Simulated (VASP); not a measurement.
# EuS (Fm-3m) in VASP: notebook

The runs below take EuS through single point, with PBE+U.

Program: VASP 6.6.1. These are calculated values, not measurements. Logs are shortened: lines on timing, memory, paths and dates and some standing lists are left out, and cuts for length are marked.

**1. The cell of the first run**

The structure is cubic, space group Fm-3m (No. 225). The conventional cell has a = 6.009 Å, b = 6.009 Å, c = 6.009 Å, α = 90.00°, β = 90.00°, γ = 90.00°. Within 4.0 Å of Eu (site symmetry m-3m) lie 6 S at 3.00 Å. Within 4.0 Å of S (site symmetry m-3m) lie 6 Eu at 3.00 Å.

**2. Single point, PBE+U, collinear spin, ferromagnetic start**

File INCAR:

```
PREC = Accurate
ENCUT = 600
EDIFF = 1E-6
ISMEAR = -1
SIGMA = 0.1
LREAL = F
LASPH = T
NELM = 200
ALGO = Normal
ISIF = 2
LWAVE = F
LCHARG = F
ISPIN = 2
MAGMOM = 4.9 0
LORBIT = 11
LMAXMIX = 6
LDAU = T
LDAUTYPE = 2
LDAUL = 3 -1
LDAUU = 5 0
LDAUJ = 0 0
LDAUPRINT = 1
GGA = PE
NBANDS = 22
GGA_COMPAT = F
```

File KPOINTS:

```
Automatic mesh
0
Gamma
  7 7 7
```

File POSCAR:

```
EuS
1.0
    0.0000000000      3.0047436430      3.0047436430
    3.0047436430      0.0000000000      3.0047436430
    3.0047436430      3.0047436430      0.0000000000
Eu S
1 1
Direct
    0.0000000000      0.0000000000      0.0000000000
    0.5000000000      0.5000000000      0.5000000000
```

Potentials or basis: VASP PAW PBE potentials, release 64 (Eu, S).

On the command line:

```
> cat potpaw_PBE.64/Eu/POTCAR potpaw_PBE.64/S/POTCAR > POTCAR
> mpirun -np 1 vasp_std > vasp.out
```

OUTCAR:

```text
PREC = Accurate
   ENCUT = 600
   EDIFF = 1E-6
   ISMEAR = -1
   LREAL = F
   LASPH = T
   NELM = 200
   ISIF = 2
   ISPIN = 2
   LORBIT = 11
   GGA = PE

 ion  position               nearest neighbor table
   1  0.000  0.000  0.000-   2 3.00   2 3.00   2 3.00   2 3.00   2 3.00   2 3.00
   2  0.500  0.500  0.500-   1 3.00   1 3.00   1 3.00   1 3.00   1 3.00   1 3.00

  LATTYP: Found a face centered cubic cell.
 ALAT       =     6.0094872860

  Lattice vectors:

 A1 = (   0.0000000000,   3.0047436430,   3.0047436430)
 A2 = (   3.0047436430,   0.0000000000,   3.0047436430)
 A3 = (   3.0047436430,   3.0047436430,   0.0000000000)

Analysis of symmetry for initial positions (statically):
=====================================================================
 Subroutine PRICEL returns:
 Original cell was already a primitive cell.

 Routine SETGRP: Setting up the symmetry group for a
 face centered cubic supercell.

 Subroutine GETGRP returns: Found 48 space group operations
 (whereof 48 operations were pure point group operations)
 out of a pool of 48 trial point group operations.

The static configuration has the point symmetry O_h .

Analysis of symmetry for dynamics (positions and initial velocities):
=====================================================================
 Subroutine PRICEL returns:
 Original cell was already a primitive cell.

 Routine SETGRP: Setting up the symmetry group for a
 face centered cubic supercell.

 Subroutine GETGRP returns: Found 48 space group operations
 (whereof 48 operations were pure point group operations)
 out of a pool of 48 trial point group operations.

The dynamic configuration has the point symmetry O_h .

Analysis of structural, dynamic, and magnetic symmetry:
=====================================================================
 Subroutine PRICEL returns:
 Original cell was already a primitive cell.

 Routine SETGRP: Setting up the symmetry group for a
 face centered cubic supercell.

 Subroutine GETGRP returns: Found 48 space group operations
 (whereof 48 operations were pure point group operations)
 out of a pool of 48 trial point group operations.

[... 173 lines left out ...]
  o =  0.9739  v =  0.0000  1.0000 -0.0000 -0.0000 -0.0000  0.0000 -0.0000  0.0000  0.0000  0.0000  0.0000  0.0000  0.0000  0.0000      0.0000  0.0000  0.0000  0.0000  0.0000  0.0000  0.0000  0.0000  0.0000  0.0000  0.0000  0.0000  0.0000  0.0000
  o =  0.9747  v = -0.6124  0.0000  0.7906  0.0000  0.0005 -0.0010  0.0004  0.0000  0.0000  0.0000  0.0000  0.0000  0.0000  0.0000      0.0000  0.0000  0.0000  0.0000  0.0000  0.0000  0.0000  0.0000  0.0000  0.0000  0.0000  0.0000  0.0000  0.0000
  o =  0.9747  v =  0.0000  0.0000  0.0000 -0.0000  0.6634  0.5439  0.5139  0.0000  0.0000  0.0000  0.0000  0.0000  0.0000  0.0000      0.0000  0.0000  0.0000  0.0000  0.0000  0.0000  0.0000  0.0000  0.0000  0.0000  0.0000  0.0000  0.0000  0.0000
  o =  0.9747  v =  0.0007  0.0000 -0.0009 -0.0000  0.4300 -0.8392  0.3331  0.0000  0.0000  0.0000  0.0000  0.0000  0.0000  0.0000      0.0000  0.0000  0.0000  0.0000  0.0000  0.0000  0.0000  0.0000  0.0000  0.0000  0.0000  0.0000  0.0000  0.0000

 number of electron      22.9999998 magnetization       6.9998859

 Free energy of the ion-electron system (eV)
  ---------------------------------------------------
  ext. energy  EPLUGINS =         0.00000000
  ---------------------------------------------------
  free energy    TOTEN  =       -19.23704981 eV

  energy without entropy =      -19.23194904  energy(sigma->0) =      -19.23449943

 E-fermi :   3.5373     XC(G=0):  -9.4404

 val. band max:        3.2524362918   @ k =   0.0000   0.0000   0.0000
 cond. band min:       3.6205054042   @ k =   0.4286   0.4286   0.0000
 fundamental gap:      0.3680691124
 Fermi energy:         3.5373154949

 spin component 1

 k-point     1 :       0.0000    0.0000    0.0000
  band No.  band energies     occupation
      1     -36.6987      1.00000
      2     -15.5639      1.00000
      3     -15.5639      1.00000
      4     -15.5639      1.00000
      5      -9.2447      1.00000
      6       1.2051      1.00000
[... 489 lines left out ...]
     21      10.7183      0.00000
     22      12.0779      0.00000
 Fermi energy:         3.5373154949

 spin component 2

 k-point     1 :       0.0000    0.0000    0.0000
  band No.  band energies     occupation
      1     -33.5617      1.00000
      2     -13.2866      1.00000
      3     -13.2866      1.00000
      4     -13.2866      1.00000
      5      -9.2569      1.00000
      6       1.5780      1.00000
[... 489 lines left out ...]
     21      12.3632      0.00000
     22      13.1543      0.00000

------------------------ aborting loop because EDIFF is reached ----------------------------------------

  FORCE on cell =-STRESS in cart. coord.  units (eV):
  Direction    XX          YY          ZZ          XY          YZ          ZX
  --------------------------------------------------------------------------------------
  -------------------------------------------------------------------------------------
  Total       -0.2145140     -0.2145140     -0.2145140      0.0000000      0.0000000     -0.0000000
  in kB       -6.3345237     -6.3345237     -6.3345237      0.0000000      0.0000000     -0.0000000
  external PRESSURE =      -6.3345237 kB  Pullay stress =       0.0000000 kB

 VOLUME and BASIS-vectors are now :
 -----------------------------------------------------------------------------
  energy-cutoff  :      600.00
  volume of cell :       54.26
      direct lattice vectors                 reciprocal lattice vectors
     0.000000000  3.004743643  3.004743643    -0.166403547  0.166403547  0.166403547
     3.004743643  0.000000000  3.004743643     0.166403547 -0.166403547  0.166403547
     3.004743643  3.004743643  0.000000000     0.166403547  0.166403547 -0.166403547

 POSITION                                       TOTAL-FORCE (eV/Angst)
 -----------------------------------------------------------------------------------
      0.00000      0.00000      0.00000         0.000000      0.000000     -0.000000
      3.00474      3.00474      3.00474         0.000000      0.000000      0.000000
 -----------------------------------------------------------------------------------
    total drift:                                0.000000      0.000000      0.000000

  FREE ENERGIE OF THE ION-ELECTRON SYSTEM (eV)
  ---------------------------------------------------
  free  energy   TOTEN  =       -19.2370498092 eV

  energy  without entropy=      -19.2319490422  energy(sigma->0) =      -19.23449943

 total charge

# of ion       s       p       d       f       tot
--------------------------------------------------
    1        2.028   5.783   0.237   6.814  14.862
    2        1.316   2.440   0.000   0.000   3.756
--------------------------------------------------
tot          3.344   8.223   0.237   6.814  18.619

 magnetization (x)

# of ion       s       p       d       f       tot
--------------------------------------------------
    1       -0.016  -0.118   0.047   6.796   6.710
    2       -0.006  -0.056   0.000   0.000  -0.062
--------------------------------------------------
tot         -0.022  -0.174   0.047   6.796   6.648
```

OSZICAR:

```text
N       E                     dE             d eps       ncg     rms          rms(c)
DAV:   1     0.158157202520E+03    0.15816E+03   -0.92277E+03  2490   0.470E+03
DAV:   2     0.134756771231E+02   -0.14468E+03   -0.12716E+03  2408   0.399E+02
DAV:   3    -0.965620034552E+01   -0.23132E+02   -0.22650E+02  2570   0.119E+02
DAV:   4    -0.119851517426E+02   -0.23290E+01   -0.23129E+01  3366   0.246E+01
DAV:   5    -0.120991762699E+02   -0.11402E+00   -0.11388E+00  2954   0.727E+00    0.368E+01
DAV:   6    -0.209459463408E+02   -0.88468E+01   -0.44446E+00  2768   0.428E+01    0.200E+01
DAV:   7    -0.191553787071E+02    0.17906E+01   -0.42099E+00  2700   0.890E+01    0.111E+01
DAV:   8    -0.192103319313E+02   -0.54953E-01   -0.49707E-01  3126   0.719E+00    0.966E+00
DAV:   9    -0.192247584218E+02   -0.14426E-01   -0.27492E-02  3266   0.138E+00    0.600E+00
DAV:  10    -0.192343259796E+02   -0.95676E-02   -0.78994E-03  2718   0.836E-01    0.214E+00
DAV:  11    -0.192367435383E+02   -0.24176E-02   -0.41433E-03  2902   0.718E-01    0.107E+00
DAV:  12    -0.192368483343E+02   -0.10480E-03   -0.57422E-04  2940   0.250E-01    0.649E-01
DAV:  13    -0.192369022362E+02   -0.53902E-04   -0.52867E-05  3182   0.718E-02    0.528E-01
DAV:  14    -0.192370207155E+02   -0.11848E-03   -0.72509E-05  2512   0.605E-02    0.162E-01
DAV:  15    -0.192370442766E+02   -0.23561E-04   -0.21366E-05  2712   0.519E-02    0.445E-02
DAV:  16    -0.192370490584E+02   -0.47819E-05   -0.48794E-06  2596   0.261E-02    0.548E-02
DAV:  17    -0.192370498092E+02   -0.75076E-06   -0.73387E-07  1950   0.809E-03
   1 F= -.19237050E+02 E0= -.19234499E+02  d E =-.510077E-02  mag=     6.9999
```

Wall time 52 s (1 thread of Intel Xeon Platinum 8488C (Sapphire Rapids), shared host); peak memory 0.27 GiB.

What came out:

```
Free energy                                           : -19.2370 eV
Pressure                                              : -0.6 GPa
Band gap on the k mesh                                : 0.37 eV, indirect (least direct gap 0.60 eV)
Net moment                                            : 7.00 μB per cell
Site moments                                          : Eu +6.71; S -0.06 μB
Valence electrons inside the program's atomic spheres : Eu 14.86; S 3.76
```

Eigenvalues of the final occupation matrices:
```tsv
site	spin	trace	eigenvalues
site 1 f	1	6.81	0.97 0.97 0.97 0.97 0.97 0.97 0.97
site 1 f	2	0.01	0.00 0.00 0.00 0.00 0.00 0.00 0.00
```

Caveat: spin-orbit coupling is left out, which moves the levels of the heavy elements; a cell with one magnetic atom can't hold antiferromagnetic order, which such compounds often take.

**3. Single point, PBE+U, collinear spin, ferromagnetic start**

This run uses another cell than the first one, of 27.83 Å³/atom, 1.026 times its volume.

File INCAR:

```
SYSTEM = EuS
  ALGO = Normal
  EDIFF = 1E-6
  ENCUT = 600
  GGA = PE
  GGA_COMPAT = .FALSE.
  ISIF = 2
  ISMEAR = -1
  ISPIN = 2
  LASPH = .TRUE.
  LCHARG = .FALSE.
  LDAU = .TRUE.
  LDAUJ = 0 0
  LDAUL = 3 -1
  LDAUPRINT = 1
  LDAUTYPE = 2
  LDAUU = 5 0
  LMAXMIX = 6
  LORBIT = 11
  LREAL = .FALSE.
  LWAVE = .FALSE.
  MAGMOM = 4.9 0
  NBANDS = 22
  NELM = 200
  PREC = Accurate
  SIGMA = 0.1
```

File KPOINTS:

```
k-points
0
G
  7 7 7
  0 0 0
```

File POSCAR:

```
EuS
1.0
    0.0000000000      3.0305366955      3.0305366955
    3.0305366955      0.0000000000      3.0305366955
    3.0305366955      3.0305366955      0.0000000000
Eu S
1 1
Direct
    0.0000000000      0.0000000000      0.0000000000
    0.5000000000      0.5000000000      0.5000000000
```

Potentials or basis: VASP PAW PBE potentials, release 64 (Eu, S).

On the command line:

```
> cat potpaw_PBE.64/Eu/POTCAR potpaw_PBE.64/S/POTCAR > POTCAR
> mpirun -np 1 vasp_std > vasp.out
```

OUTCAR:

```text
SYSTEM = EuS
   EDIFF = 1E-6
   ENCUT = 600
   GGA = PE
   ISIF = 2
   ISMEAR = -1
   ISPIN = 2
   LASPH = .TRUE.
   LORBIT = 11
   LREAL = .FALSE.
   NELM = 200
   PREC = Accurate

 ion  position               nearest neighbor table
   1  0.000  0.000  0.000-   2 3.03   2 3.03   2 3.03   2 3.03   2 3.03   2 3.03
   2  0.500  0.500  0.500-   1 3.03   1 3.03   1 3.03   1 3.03   1 3.03   1 3.03

  LATTYP: Found a face centered cubic cell.
 ALAT       =     6.0610733910

  Lattice vectors:

 A1 = (   0.0000000000,   3.0305366955,   3.0305366955)
 A2 = (   3.0305366955,   0.0000000000,   3.0305366955)
 A3 = (   3.0305366955,   3.0305366955,   0.0000000000)

Analysis of symmetry for initial positions (statically):
=====================================================================
 Subroutine PRICEL returns:
 Original cell was already a primitive cell.

 Routine SETGRP: Setting up the symmetry group for a
 face centered cubic supercell.

 Subroutine GETGRP returns: Found 48 space group operations
 (whereof 48 operations were pure point group operations)
 out of a pool of 48 trial point group operations.

The static configuration has the point symmetry O_h .

Analysis of symmetry for dynamics (positions and initial velocities):
=====================================================================
 Subroutine PRICEL returns:
 Original cell was already a primitive cell.

 Routine SETGRP: Setting up the symmetry group for a
 face centered cubic supercell.

 Subroutine GETGRP returns: Found 48 space group operations
 (whereof 48 operations were pure point group operations)
 out of a pool of 48 trial point group operations.

The dynamic configuration has the point symmetry O_h .

Analysis of structural, dynamic, and magnetic symmetry:
=====================================================================
 Subroutine PRICEL returns:
 Original cell was already a primitive cell.

[... 189 lines left out ...]
  ext. energy  EPLUGINS =         0.00000000
  ---------------------------------------------------
  free energy    TOTEN  =       -19.22639986 eV

  energy without entropy =      -19.22276600  energy(sigma->0) =      -19.22458293

 E-fermi :   3.3963     XC(G=0):  -9.3196

 val. band max:        3.0489213864   @ k =   0.0000   0.0000   0.0000
 cond. band min:       3.5395524283   @ k =   0.4286   0.4286   0.0000
 fundamental gap:      0.4906310419
 Fermi energy:         3.3962576132

 spin component 1

 k-point     1 :       0.0000    0.0000    0.0000
  band No.  band energies     occupation
      1     -36.8928      1.00000
      2     -15.7615      1.00000
      3     -15.7615      1.00000
      4     -15.7615      1.00000
      5      -9.3213      1.00000
      6       1.0808      1.00000
[... 489 lines left out ...]
     21      10.3785      0.00000
     22      11.7872      0.00000
 Fermi energy:         3.3962576132

 spin component 2

 k-point     1 :       0.0000    0.0000    0.0000
  band No.  band energies     occupation
      1     -33.7514      1.00000
      2     -13.4818      1.00000
      3     -13.4818      1.00000
      4     -13.4818      1.00000
      5      -9.3375      1.00000
      6       1.4365      1.00000
[... 489 lines left out ...]
     21      12.1505      0.00000
     22      12.8169      0.00000

------------------------ aborting loop because EDIFF is reached ----------------------------------------

  FORCE on cell =-STRESS in cart. coord.  units (eV):
  Direction    XX          YY          ZZ          XY          YZ          ZX
  --------------------------------------------------------------------------------------
  -------------------------------------------------------------------------------------
  Total       -0.6092701     -0.6092701     -0.6092701      0.0000000      0.0000000      0.0000000
  in kB      -17.5360521    -17.5360521    -17.5360521      0.0000000      0.0000000      0.0000000
  external PRESSURE =     -17.5360521 kB  Pullay stress =       0.0000000 kB

 VOLUME and BASIS-vectors are now :
 -----------------------------------------------------------------------------
  energy-cutoff  :      600.00
  volume of cell :       55.67
      direct lattice vectors                 reciprocal lattice vectors
     0.000000000  3.030536695  3.030536695    -0.164987278  0.164987278  0.164987278
     3.030536695  0.000000000  3.030536695     0.164987278 -0.164987278  0.164987278
     3.030536695  3.030536695  0.000000000     0.164987278  0.164987278 -0.164987278

 POSITION                                       TOTAL-FORCE (eV/Angst)
 -----------------------------------------------------------------------------------
      0.00000      0.00000      0.00000        -0.000000      0.000000     -0.000000
      3.03054      3.03054      3.03054         0.000000     -0.000000      0.000000
 -----------------------------------------------------------------------------------
    total drift:                                0.000000      0.000000      0.000000

  FREE ENERGIE OF THE ION-ELECTRON SYSTEM (eV)
  ---------------------------------------------------
  free  energy   TOTEN  =       -19.2263998571 eV

  energy  without entropy=      -19.2227659989  energy(sigma->0) =      -19.22458293

 total charge

# of ion       s       p       d       f       tot
--------------------------------------------------
    1        2.027   5.782   0.224   6.821  14.854
    2        1.316   2.432   0.000   0.000   3.748
--------------------------------------------------
tot          3.343   8.214   0.224   6.821  18.602

 magnetization (x)

# of ion       s       p       d       f       tot
--------------------------------------------------
    1       -0.016  -0.118   0.044   6.804   6.714
    2       -0.005  -0.055   0.000   0.000  -0.060
--------------------------------------------------
tot         -0.021  -0.173   0.044   6.804   6.654
```

Wall time 60 s (1 thread of Intel Xeon Platinum 8488C (Sapphire Rapids), shared host); peak memory 0.26 GiB.

What came out:

```yaml
Free_energy: -19.2264 eV
Pressure: -1.8 GPa
Band_gap_on_the_k_mesh: 0.49 eV, indirect (least direct gap 0.71 eV)
Net_moment: 7.00 μB per cell
Site_moments: Eu +6.71; S -0.06 μB
Valence_electrons_inside_the_program's_atomic_spheres: Eu 14.85; S 3.75
```

Eigenvalues of the final occupation matrices:
```
    site  spin  trace                         eigenvalues
site 1 f     1   6.82  0.97 0.97 0.97 0.97 0.98 0.98 0.98
site 1 f     2   0.01  0.00 0.00 0.00 0.00 0.00 0.00 0.00
```

Caveat: spin-orbit coupling is left out, which moves the levels of the heavy elements; a cell with one magnetic atom can't hold antiferromagnetic order, which such compounds often take.

[end of part 1 of 2]
